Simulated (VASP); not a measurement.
A run of VASP 6.6.1 is set up as follows.

The input INCAR:

```
SYSTEM = CaO
PREC     = Accurate       ! precision mode
ENCUT    = 600            ! plane-wave cutoff, eV
EDIFF    = 1E-6           ! SCF threshold, eV
ISMEAR   = 0              ! smearing method
SIGMA    = 0.01           ! smearing width, eV
LREAL    = .False.        ! projectors in reciprocal space
LASPH    = .True.         ! aspherical terms in the spheres
NELM     = 120            ! most SCF steps
ALGO     = Normal         ! electronic algorithm
ISIF     = 2              ! what is computed and relaxed
LWAVE    = .False.        ! write WAVECAR
LCHARG   = .True.         ! write CHGCAR
LELF     = .True.         ! ELF
LVHAR    = .True.       
NBANDS   = 15             ! bands
GGA_COMPAT= .False.
```

Contents of KPOINTS:

```
Automatic mesh
0
Gamma
  4 4 4
  0 0 0
```

The input POSCAR:

```
CaO
1.0
    0.0000000000      2.6067317416      2.6067317416
    2.6067317416      0.0000000000      2.6067317416
    2.6067317416      2.6067317416      0.0000000000
Ca O
1 1
Direct
    0.0000000000      0.0000000000      0.0000000000
    0.2500000000      0.2500000000      0.2500000000
```

Potentials or basis: VASP PAW LDA potentials, release 64 (Ca_sv, O).

Command:

```console
$ cat potpaw_LDA.64/Ca_sv/POTCAR potpaw_LDA.64/O/POTCAR > POTCAR
$ mpirun -np 1 vasp_std > vasp.out
```

Q: What does it give for the pressure?

A: -4.0 GPa.

Q: Estimate the band gap on the k mesh.

A: 3.14 eV (least direct gap 3.78 eV).

Caveat: the k points lie up to 0.52 Å⁻¹ apart; the structure was generated, so it needn't be the stable form of CaO. A k mesh can miss the band edges.
